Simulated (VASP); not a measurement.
Write the native input for VASP 6.6.1 that does the following.

| Item | Value |
| --- | --- |
| Task | relaxation of cell and atoms |
| Functional | r2SCAN |
| Potentials or basis | VASP PAW PBE potentials, release 64 (Ag) |
| Cutoff | 550 eV |
| k mesh | 8 × 8 × 8 |
| Occupations | fermi-dirac, width 0.05 eV |
| Spin | no spin polarisation |
| Target pressure | 30 GPa |
| Dipole correction | no |
| Further INCAR settings | ALGO = Normal; EDIFF = 1e-07; IBRION = 2; EDIFFG = -0.01; NSW = 80; ISIF = 3 |

Crystal: Ag.

```xyz
2
Lattice="0.0000 2.8100 2.8100 2.8100 0.0000 2.8100 2.8100 2.8100 0.0000" Properties=species:S:1:pos:R:3 pbc="T T T"
Ag    5.6200    5.6200    5.6200
Ag    1.4050    1.4050    1.4050
```

This isn't the form of Ag at room conditions, which is fcc.

The input as run:

POSCAR

```
Ag
1.0
    0.0000000000      2.8100000000      2.8100000000
    2.8100000000      0.0000000000      2.8100000000
    2.8100000000      2.8100000000      0.0000000000
Ag
2
Direct
    1.0000000000      1.0000000000      1.0000000000
    0.2500000000      0.2500000000      0.2500000000
```

INCAR.step1

```
PREC = Accurate ; ENCUT = 550
ISMEAR = -1 ; SIGMA = 0.05
LREAL = False ; LASPH = True
NELM = 120 ; GGA = PE
ALGO = Normal ; EDIFF = 1E-5
LWAVE = True ; LCHARG = False
GGA_COMPAT = False ; IBRION = 2
ISIF = 3 ; EDIFFG = -0.005
NELMIN = 4 ; NSW = 100
```

INCAR.step2

```
PREC = Accurate ; ENCUT = 550
EDIFF = 1E-7 ; ISMEAR = -1
SIGMA = 0.05 ; LREAL = False
LASPH = True ; NELM = 120
ALGO = Normal ; ISIF = 3
LWAVE = False ; LCHARG = False
METAGGA = R2SCAN ; LMIXTAU = True
IBRION = 2 ; NSW = 80
EDIFFG = -0.01 ; PSTRESS = 300.0
ISTART = 1 ; GGA_COMPAT = False
NELMIN = 4
```

KPOINTS

```
Automatic mesh
0
Gamma
  8 8 8
```

Potentials or basis: VASP PAW PBE potentials, release 64 (Ag).

Command:

```console
$ cat potpaw_PBE.64/Ag/POTCAR > POTCAR
$ cp INCAR.step1 INCAR
$ mpirun -np 1 vasp_std > vasp.out
$ cp INCAR.step2 INCAR
$ mpirun -np 1 vasp_std > vasp.out
```

Results of the run:

| Quantity | Value |
| --- | --- |
| Relaxed volume | 20.59 Å³/atom |
| Relaxed cell | a = 3.876 Å, b = 3.876 Å, c = 3.876 Å, α = 60.00°, β = 60.00°, γ = 60.00° |
| Space group after relaxing (to 0.1 Å) | Fd-3m (No. 227) |
| Energy change on relaxing (the run minimises the enthalpy) | +239.4 meV/atom |
| Ionic steps | 7 |
| Pressure after relaxing | 30.0 GPa |
| Band gap on the k mesh | zero (bands 11 and 12 overlap by 1.52 eV) |

Caveat: the cell is relaxed towards a set pressure, so the run minimises the enthalpy, not the energy; the PAW data sets were made with another functional, which shifts forces and pressure a little.

Wall time 5.4 min on 1 thread of Intel(R) Xeon(R) 6975P-C (Granite Rapids), with other jobs on the host, peak memory 0.18 GiB.
